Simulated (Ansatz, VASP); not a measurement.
# GaAs: VASP beside Ansatz

The input INCAR:

```
SYSTEM = GaAs
PREC = Accurate
ENCUT = 520
EDIFF = 1E-6
ISMEAR = -1
SIGMA = 0.02
LREAL = .False.
LASPH = .True.
NELM = 100
ALGO = Normal
ISIF = 2
LWAVE = .False.
LCHARG = .False.
GGA = PS
NBANDS = 16
```

File KPOINTS:

```
Automatic mesh
0
Gamma
  6 6 6
  0 0 0
```

POSCAR

```
GaAs
1.0
    0.0000000000      2.6645247171      2.6645247171
    2.6645247171      0.0000000000      2.6645247171
    2.6645247171      2.6645247171      0.0000000000
Ga As
1 1
Direct
    0.0000000000      0.0000000000      0.0000000000
    0.5000000000      0.5000000000      0.5000000000
```

Input for Ansatz:

```yaml
crystal:
  lattice:
    - [0.0, 2.6645247171, 2.6645247171]
    - [2.6645247171, 0.0, 2.6645247171]
    - [2.6645247171, 2.6645247171, 0.0]
  atoms:
    - { symbol: Ga, position: [0.0, 0.0, 0.0] }
    - { symbol: As, position: [0.5, 0.5, 0.5] }
kpoints:
  mp_grid: { grid: [6, 6, 6] }
hamiltonian:
  xc: pbesol
scf:
  occupations: { method: fermi_dirac, width: 0.02 }
  n_extra_bands: 4
output:
  forces: true
  stress: true
  eigenvalues: true
```

Alike in both runs: task single point; functional PBEsol; k mesh 6 × 6 × 6; occupations fermi-dirac, width 0.02 eV; no spin polarisation.

```csv
,VASP,Ansatz
version,VASP 6.6.1,Ansatz 0.2.0
potentials or method,"VASP PAW PBE potentials, release 64 (Ga_d, As)","plane waves, PAW"
plane-wave cutoff (eV),520,420
valence electrons in the cell,18,28
```

```csv
,VASP,Ansatz,Ansatz less VASP
pressure (GPa),-1.3,-1.5,-0.19
```

VASP's potentials were made for PBE, not for PBEsol. VASP's potentials hold 18 valence electrons a cell and Ansatz's 28, so a difference there can come from the potentials and not from the codes.
